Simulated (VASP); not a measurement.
## In: relaxation of cell and atoms with PBEsol+D4

Crystal: In.

```xyz
2
Lattice="3.3355 0.0000 0.0000 -1.6677 2.8886 0.0000 0.0000 0.0000 5.5091" Properties=species:S:1:pos:R:3 pbc="T T T"
In    1.6677    0.9629    4.1319
In    0.0000    1.9257    1.3773
```

* Program: VASP 6.6.1
* Task: relaxation of cell and atoms
* Functional: PBEsol
* Dispersion: D4
* Potentials or basis: VASP PAW PBE potentials, release 64 (In_d)
* Cutoff: 600 eV
* k mesh: 9 × 9 × 5
* Occupations: fermi-dirac, width 0.05 eV
* Spin: no spin polarisation
* Dipole correction: no
* Further INCAR settings: ALGO = Normal; EDIFF = 1e-07; IBRION = 2; EDIFFG = -0.01; NSW = 60; ISIF = 3

```
Relaxed volume                         : 24.86 Å³/atom
Relaxed cell                           : a = 3.278 Å, b = 3.278 Å, c = 5.343 Å, α = 90.00°, β = 90.00°, γ = 120.00°
Space group after relaxing (to 0.05 Å) : P6_3/mmc (No. 194)
Energy gained by relaxing              : 14.9 meV/atom
Ionic steps                            : 5
Pressure after relaxing                : 0.0 GPa
Band gap on the k mesh                 : zero (band 13 reaches 10.37 eV, above the bottom of band 14 at 5.95 eV)
Dispersion energy per atom             : -0.221 eV
```

Step by step:
| step | energy change (eV) | largest force (eV/Å) | pressure (GPa) | volume (Å³) |
| --- | --- | --- | --- | --- |
| 1 | 0.0000 | 0.0000 | -2.60 | 53.08 |
| 2 | -0.0285 | 0.0000 | -0.01 | 49.84 |
| 3 | -0.0285 | 0.0000 | 0.02 | 49.81 |
| 4 | -0.0295 | 0.0000 | 0.01 | 49.76 |
| 5 | -0.0297 | 0.0000 | 0.04 | 49.73 |

Final structure:
```xyz
2
Lattice="3.2784 0.0000 0.0000 -1.6392 2.8391 0.0000 0.0000 0.0000 5.3426" Properties=species:S:1:pos:R:3 pbc="T T T"
In    1.6392    0.9464    4.0069
In    0.0000    1.8928    1.3356
```

Levels at points of the mesh, in eV from the Fermi level:
```tsv
k point	band 9	band 10	band 11	band 12	band 13	band 14	band 15	band 16	band 17
(0.00, 0.00, 0.00)	-14.28	-14.28	-9.96	-4.38	-3.64	8.62	8.62	10.55	10.55
```

Run time: 4.4 min on 1 thread of AMD EPYC 7R13 (shared host), peak memory 0.18 GiB.

Caveat: the PAW data sets were made with another functional, which shifts forces and pressure a little; spin-orbit coupling is left out, which moves the levels of the heavy elements; pairwise dispersion overbinds metals, which lowers pressure and volume.
